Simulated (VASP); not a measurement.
Wanted: the native input for a VASP 6.6.1 run.

- Task: single point
- Functional: PBEsol
- Potentials or basis: VASP PAW PBE potentials, release 64 (Sn_d)
- Cutoff: 520 eV
- k mesh: 12 × 12 × 12
- Occupations: gaussian, width 0.15 eV
- Spin: no spin polarisation
- Dipole correction: no
- Further INCAR settings: ALGO = Fast; EDIFF = 1e-07; NBANDS = 21

The structure of Sn lies in POSCAR:

```
Sn
1.0
    0.0000000000      3.2780560000      3.2456000000
    3.2131440000      0.0000000000      3.2456000000
    3.2131440000      3.2780560000      0.0000000000
Sn
2
Direct
    0.5000000000      0.5000000000      0.5000000000
    0.7500000000      0.7500000000      0.7500000000
```

This cell differs from its parent crystal: strain -0.0100 x Voigt [1, -1, 0, 0, 0, 0].

One way to write it, as run:

INCAR

```
SYSTEM = Sn
PREC = Accurate
ENCUT = 520
EDIFF = 1E-7
ISMEAR = 0
SIGMA = 0.15
LREAL = .False.
LASPH = .True.
NELM = 100
ALGO = Fast
ISIF = 2
LWAVE = .False.
LCHARG = .False.
GGA = PS
NBANDS = 21
```

KPOINTS

```
regular mesh
0
Gamma
  12 12 12
  0 0 0
```

Potentials or basis: VASP PAW PBE potentials, release 64 (Sn_d).

Launch:

```sh
$ cat potpaw_PBE.64/Sn_d/POTCAR > POTCAR
$ mpirun -np 1 vasp_std > vasp.out
```

Results of the run:

The pressure is 0.9 GPa and the band gap on the k mesh is zero (band 14 reaches 5.57 eV, above the bottom of band 15 at 5.41 eV).

Caveat: the cell differs from its parent crystal (strain -0.0100 x Voigt [1, -1, 0, 0, 0, 0]); the PAW data sets were made with another functional, which shifts forces and pressure a little; spin-orbit coupling is left out, which moves the levels of the heavy elements.

It took 7.1 min on 1 thread of Intel(R) Xeon(R) Platinum 8259CL CPU @ 2.50GHz (Skylake/Cascade Lake), with other jobs on the host, peak memory 0.44 GiB.
